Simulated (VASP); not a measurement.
# BaTiO3 (R3m) in VASP: further runs, part 2 of 2

VASP 6.6.1.

## 4. Single point, PBE (zz strain of +3 %)

File INCAR:

```
SYSTEM = BaTiO3
PREC     = Accurate       ! precision mode
ENCUT    = 520            ! plane-wave cutoff, eV
EDIFF    = 1E-6           ! SCF threshold, eV
ISMEAR   = -1             ! smearing method
SIGMA    = 0.05           ! smearing width, eV
LREAL    = .False.        ! projectors in reciprocal space
LASPH    = .True.         ! aspherical terms in the spheres
NELM     = 60             ! most SCF steps
ALGO     = Normal         ! electronic algorithm
ISIF     = 2              ! what is computed and relaxed
LWAVE    = .False.        ! write WAVECAR
LCHARG   = .False.        ! write CHGCAR
GGA      = PE             ! functional
NBANDS   = 28             ! bands
```

File KPOINTS:

```
regular mesh
0
Gamma
  9 9 9
  0 0 0
```

File POSCAR:

```
BaTiO3
1.0
    2.8276681575      1.6325549719      2.3872635562
   -2.8276681575      1.6325549719      2.3872635562
    0.0000000000     -3.2651099438      2.3872635562
Ba Ti O
1 1 3
Direct
    0.0000000000      0.0000000000      0.0000000000
    0.5140000000      0.5140000000      0.5140000000
    0.4916000000      0.4916000000      0.9815000000
    0.4916000000      0.9815000000      0.4916000000
    0.9815000000      0.4916000000      0.4916000000
```

Potentials or basis: VASP PAW PBE potentials, release 64 (Ba_sv, Ti_sv, O).

Started as:

```bash
$ cat potpaw_PBE.64/Ba_sv/POTCAR potpaw_PBE.64/Ti_sv/POTCAR potpaw_PBE.64/O/POTCAR > POTCAR
$ mpirun -np 1 vasp_std > vasp.out
```

OUTCAR:

```text
SYSTEM = BaTiO3
   PREC = Accurate
   ENCUT = 520
   EDIFF = 1E-6
   ISMEAR = -1
   LREAL = .False.
   LASPH = .True.
   NELM = 60
   ISIF = 2
   GGA = PE

 ion  position               nearest neighbor table
   1  0.000  0.000  0.000-   5 2.83   4 2.83   4 2.83   5 2.83   3 2.83   3 2.83   3 2.84   4 2.84
                             5 2.84   3 2.94   4 2.94   5 2.94   2 3.44   2 3.44   2 3.44   2 3.48
   2  0.514  0.514  0.514-   3 1.89   4 1.89   5 1.89   3 2.16   4 2.16   5 2.16   1 3.44   1 3.44
                             1 3.44   1 3.48   1 3.51   1 3.51   1 3.51   1 3.68
   3  0.492  0.492  0.981-   2 1.89   2 2.16   1 2.83   1 2.83   1 2.84   1 2.94
   4  0.492  0.981  0.492-   2 1.89   2 2.16   1 2.83   1 2.83   1 2.84   1 2.94
   5  0.981  0.492  0.492-   2 1.89   2 2.16   1 2.83   1 2.83   1 2.84   1 2.94

  LATTYP: Found a trigonal (rhomboedric) cell.
 ALAT       =     4.0447460034
 COS(alpha) =     0.0225279025

  Lattice vectors:

 A1 = (   2.8276681575,   1.6325549719,   2.3872635562)
 A2 = (  -2.8276681575,   1.6325549719,   2.3872635562)
 A3 = (   0.0000000000,  -3.2651099438,   2.3872635562)

Analysis of symmetry for initial positions (statically):
=====================================================================
 Subroutine PRICEL returns:
 Original cell was already a primitive cell.

 Routine SETGRP: Setting up the symmetry group for a
 trigonal (rhombohedral) supercell.

 Subroutine GETGRP returns: Found  6 space group operations
 (whereof  6 operations were pure point group operations)
 out of a pool of 12 trial point group operations.

The static configuration has the point symmetry C_3v.

Analysis of symmetry for dynamics (positions and initial velocities):
=====================================================================
 Subroutine PRICEL returns:
 Original cell was already a primitive cell.

 Routine SETGRP: Setting up the symmetry group for a
 trigonal (rhombohedral) supercell.

 Subroutine GETGRP returns: Found  6 space group operations
 (whereof  6 operations were pure point group operations)
 out of a pool of 12 trial point group operations.

The dynamic configuration has the point symmetry C_3v.

 Subroutine INISYM returns: Found  6 space group operations
 (whereof  6 operations are pure point group operations),
 and found     1 'primitive' translations

----------------------------------------------------------------------------------------

                                     Primitive cell

  volume of cell :      66.1223

  direct lattice vectors                    reciprocal lattice vectors
     2.827668157  1.632554972  2.387263556     0.176824143  0.102089467  0.139629884
    -2.827668157  1.632554972  2.387263556    -0.176824143  0.102089467  0.139629884
     0.000000000 -3.265109944  2.387263556     0.000000000 -0.204178934  0.139629884

  length of vectors
     4.044746003  4.044746003  4.044746003     0.247357113  0.247357113  0.247357113

  position of ions in fractional coordinates (direct lattice)
     0.000000000  0.000000000  0.000000000
     0.514000000  0.514000000  0.514000000
     0.491600000  0.491600000  0.981500000
     0.491600000  0.981500000  0.491600000
     0.981500000  0.491600000  0.491600000

  ion indices of the primitive-cell ions
   primitive index   ion index
[... 24 lines left out ...]
  Shift w.r.t. Gamma in fractional coordinates (k-lattice)
     0.000000000  0.000000000  0.000000000

 Subroutine IBZKPT returns following result:
 ===========================================

 Found     85 irreducible k-points:

 Following reciprocal coordinates:
            Coordinates               Weight
  0.000000  0.000000  0.000000      1.000000
  0.111111 -0.000000 -0.000000      6.000000
  0.222222 -0.000000 -0.000000      6.000000
  0.333333  0.000000 -0.000000      6.000000
  0.444444 -0.000000 -0.000000      6.000000
  0.111111  0.111111 -0.000000      6.000000
[... 16 lines left out ...]
 -0.333333  0.333333  0.000000      6.000000
  0.444444  0.444444 -0.000000      6.000000
 [... further k-points ...]
   k-points           NKPTS =     85   k-points in BZ     NKDIM =     85   number of bands    NBANDS=     28
   number of dos      NEDOS =    301   number of ions     NIONS =      5
   total plane-waves  NPLWV =  27000
   dimension x,y,z NGX =    30 NGY =   30 NGZ =   30
   dimension x,y,z NGXF=    60 NGYF=   60 NGZF=   60
   ions per type =               1   1   3
   NGX,Y,Z   is equivalent  to a cutoff of  12.33, 12.33, 12.33 a.u.
   NGXF,Y,Z  is equivalent  to a cutoff of  24.66, 24.66, 24.66 a.u.
 SYSTEM =  BaTiO3
   PREC   = accura    normal or accurate (medium, high low for compatibility)
   ISTART =      0    job   : 0-new  1-cont  2-samecut
   ICHARG =      2    charge: 1-file 2-atom 10-const
   ISPIN  =      1    spin polarized calculation?
   LNONCOLLINEAR =      F non collinear calculations
   LSORBIT =      F    spin-orbit coupling
   LASPH  =      T    aspherical Exc in radial PAW
   ENCUT  =  520.0 eV  38.22 Ry    6.18 a.u.   7.52  7.52  7.52*2*pi/ulx,y,z
   NELM   =     60;   NELMIN=  2; NELMDL= -5     # of ELM steps
   EDIFF  = 0.1E-05   stopping-criterion for ELM
   LREAL  =      F    real-space projection
   EDIFFG = 0.1E-04   stopping-criterion for IOM
   NSW    =      0    number of steps for IOM
   IBRION =     -1    ionic relax: 0-MD 1-quasi-New 2-CG
   NFREE  =      0    steps in history (QN), initial steepest desc. (CG)
   ISIF   =      2    stress and relaxation
   ISYM   =      2    0-nonsym 1-usesym 2-fastsym
   POTIM  = 0.5000    time-step for ionic-motion
   TEBEG  =    0.0;   TEEND  =   0.0 temperature during run
   PSTRESS=    0.0 pullay stress
   NELECT =      40.0000    total number of electrons
   NUPDOWN=      -1.0000    fix difference up-down
   EMIN   =  10.00;   EMAX   =-10.00  energy-range for DOS
   EFERMI =   0.00;   METHOD = LEGACY
   ISMEAR =    -1;   SIGMA  =   0.05  broadening in eV -4-tet -1-fermi 0-gaus
   EFERMI_NEDOS =   21; number of points for ismear=-14 and -15
   IALGO  =     38    algorithm
   IMIX   =      4    mixing-type and parameters
     AMIX     =   0.40;   BMIX     =  1.00
     AMIX_MAG =   1.60;   BMIX_MAG =  1.00
  volume/ion in A,a.u.               =      13.22        89.24
  Fermi-wavevector in a.u.,A,eV,Ry     =   1.384561  2.616442 26.082506  1.917010
  Thomas-Fermi vector in A             =   2.509054
   LORBIT       =      0    0 simple, 1 ext, 2 COOP (PROOUT), +10 PAW based schemes
   GGA     = PE    functional components
   LHFCALC =     F    Hartree Fock is set to
   AEXX    =    0.0000 exact exchange contribution
   IVDW    =     0    specifies the selected vdW correction
   LEPSILON=     F    determine dielectric tensor
   LRPA    =     F    only Hartree local field effects (RPA)
 non-spin polarized calculation
  energy-cutoff  :      520.00
  volume of cell :       66.12
 maximum number of plane-waves:      1802
 NGX is ok and might be reduce to    30
   NGX = 15   NGY = 15   NGZ = 15

 number of electron      40.0000013 magnetization

 Free energy of the ion-electron system (eV)
  ---------------------------------------------------
  ext. energy  EPLUGINS =         0.00000000
  ---------------------------------------------------
  free energy    TOTEN  =       -40.01486416 eV

  energy without entropy =      -40.01486416  energy(sigma->0) =      -40.01486416

 E-fermi :   4.5683     XC(G=0): -11.0789

 val. band max:        3.5147404874   @ k =  -0.4444   0.4444   0.4444
 cond. band min:       5.8071614886   @ k =   0.0000   0.0000   0.0000
 fundamental gap:      2.2924210012
 Fermi energy:         4.5683336925

 k-point     1 :       0.0000    0.0000    0.0000
  band No.  band energies     occupation
      1     -52.8682      2.00000
      2     -29.1127      2.00000
      3     -29.1127      2.00000
      4     -29.0952      2.00000
      5     -21.3345      2.00000
      6     -13.2135      2.00000
[... 733 lines left out ...]
     27      11.5234      0.00000
     28      13.1168      0.00000

 [... further k-points ...]
[... 5 lines left out ...]
  --------------------------------------------------------------------------------------
  -------------------------------------------------------------------------------------
  Total        1.6895903      1.6895903     -1.0383882     -0.0000000     -0.0000000      0.0000000
  in kB       40.9396481     40.9396481    -25.1606837     -0.0000000     -0.0000000      0.0000000
  external PRESSURE =      18.9062042 kB  Pullay stress =       0.0000000 kB

 VOLUME and BASIS-vectors are now :
 -----------------------------------------------------------------------------
  energy-cutoff  :      520.00
  volume of cell :       66.12
      direct lattice vectors                 reciprocal lattice vectors
     2.827668157  1.632554972  2.387263556     0.176824143  0.102089467  0.139629884
    -2.827668157  1.632554972  2.387263556    -0.176824143  0.102089467  0.139629884
     0.000000000 -3.265109944  2.387263556     0.000000000 -0.204178934  0.139629884

 POSITION                                       TOTAL-FORCE (eV/Angst)
 -----------------------------------------------------------------------------------
      0.00000      0.00000      0.00000        -0.000000      0.000000      0.089286
      0.00000      0.00000      3.68116        -0.000000      0.000000      0.255491
      0.00000     -1.59958      4.69026        -0.000000     -0.080837     -0.114926
     -1.38527      0.79979      4.69026        -0.070007      0.040419     -0.114926
      1.38527      0.79979      4.69026         0.070007      0.040419     -0.114926
 -----------------------------------------------------------------------------------
    total drift:                               -0.000000      0.000002      0.001094

  FREE ENERGIE OF THE ION-ELECTRON SYSTEM (eV)
  ---------------------------------------------------
  free  energy   TOTEN  =       -40.0148641585 eV

  energy  without entropy=      -40.0148641585  energy(sigma->0) =      -40.01486416
```

Run time: 2.3 min. Hardware: 1 thread of AMD EPYC 7R13 (Zen 3), shared host; peak memory 0.25 GiB.

Results:

| Property | Result |
| --- | --- |
| Free energy | -40.0149 eV |
| Pressure | 1.9 GPa |
| Largest force | 0.255 eV/Å |
| Band gap on the k mesh | 2.29 eV, indirect (least direct gap 2.61 eV) |

Forces on the atoms (eV/Å):
```
Ba   0.000  0.000  0.089
Ti   0.000  0.000  0.255
O    0.000 -0.081 -0.115
O   -0.070  0.040 -0.115
O    0.070  0.040 -0.115
```

Stress tensor (GPa, compression positive):
```
 4.09  0.00  0.00
 0.00  4.09  0.00
 0.00  0.00 -2.52
```

Levels at points of the mesh, in eV from the valence-band top:
```
           k point  band 18  band 19  band 20  band 21  band 22  band 23
(0.00, 0.00, 0.00)    -0.60    -0.32    -0.32     2.29     2.29     2.49
```

Caveat: the cell differs from its parent crystal (zz strain of +3 %); spin-orbit coupling is left out, which moves the levels of the heavy elements. A k mesh can miss the band edges.

## 5. The runs side by side

```csv
cell,gap on the mesh (eV),pressure (GPa),largest force (eV/Å)
"a = 3.977 Å, angles 90.6°, 5 atoms",2.43,10.6,0.39
"a = 4.018 Å, angles 89.5°, 5 atoms",2.36,5.1,0.17
"a = 4.045 Å, angles 88.7°, 5 atoms",2.29,1.9,0.26
```

Alike in all rows: task single point; level PBE; potentials or basis VASP PAW PBE potentials, release 64 (Ba_sv, Ti_sv, O); no spin polarisation; k mesh 9 × 9 × 9; cutoff (eV) 520; smearing fermi-dirac 0.05 eV.

Caveats: spin-orbit coupling is left out, which moves the levels of the heavy elements.

Total energies depend on the potentials used, so only differences within one code and one set of settings carry meaning.
